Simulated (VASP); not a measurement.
Runs of VASP 6.6.1 on C. The structure is that of space group P4/mmm (No. 123), or close to it. The cells are those of the table. The cell was generated, and may not be a known phase.

```csv
task,spin,cell,k mesh,cutoff (eV),gap on the mesh (eV),pressure (GPa)
single point,off,"a = 1.625, b = 1.625, c = 3.936 Å, 1 atom",34 × 34 × 16,520,none,0.2
relaxation of cell and atoms,off,"relaxed from a = 1.615, b = 1.615, c = 3.615 Å, 1 atom",34 × 34 × 16,600,none,0.0
single point,collinear,"a = 1.615, b = 1.615, c = 3.615 Å, 1 atom",10 × 10 × 6,520,none,0.2
single point,off,"a = 1.615, b = 1.615, c = 3.615 Å, angles 90.0, 90.5, 90.0°, 1 atom",10 × 10 × 8,520,none,0.3
single point,off,"a = 1.586, b = 1.550, c = 2.145 Å, angles 90.0, 92.7, 90.0°, 1 atom",10 × 10 × 8,520,none,(a)
```

Alike in all rows: level PBE; potentials or basis VASP PAW PBE potentials, release 64 (C); smearing gaussian 0.1 eV.

Problem. Estimate the missing entries.

Solution. (a) 73.2.

Caveats: some runs use coarse meshes.

A gap of «none» marks levels without a gap at the run's occupations.
